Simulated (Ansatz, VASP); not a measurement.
One calculation of NaW, two programs

```
Na W
1.0
     2.62248    0.00000    0.00000
     0.00000    2.62248    0.00000
     0.00000    0.00000    5.56558
Na W
1 1
Direct
  0.50000 0.50000 0.50000
  0.00000 0.00000 0.00000
```

Change from the starting cell: species swapped into the CeAg type (P4/mmm, No. 123).

Alike in both runs: task relaxation of cell and atoms; functional PBE; k mesh 20 × 20 × 10; occupations gaussian, width 0.1 eV; no spin polarisation.

```csv
,VASP,Ansatz
version,VASP 6.6.1,Ansatz 0.2.0
potentials or method,"VASP PAW PBE potentials, release 64 (Na_pv, W_sv), cutoff 600 eV","scalar-relativistic, plane waves, PAW"
valence electrons in the cell,21,23
```

```csv
,VASP,Ansatz,Ansatz less VASP
"gap on the k mesh at the Fermi level, each at its own relaxed structure (eV)",none,none,-
relaxed volume (Å³/atom),19.18,19.14,-0.041
relaxed length of the cell vector where the two differ most in proportion (Å),2.625,2.622,-0.0029
```

A gap of «none» marks a metal or a gap that the smearing closes. VASP's potentials hold 21 valence electrons a cell and Ansatz's 23, so a difference there can come from the potentials and not from the codes.

Spin-orbit coupling is off throughout.
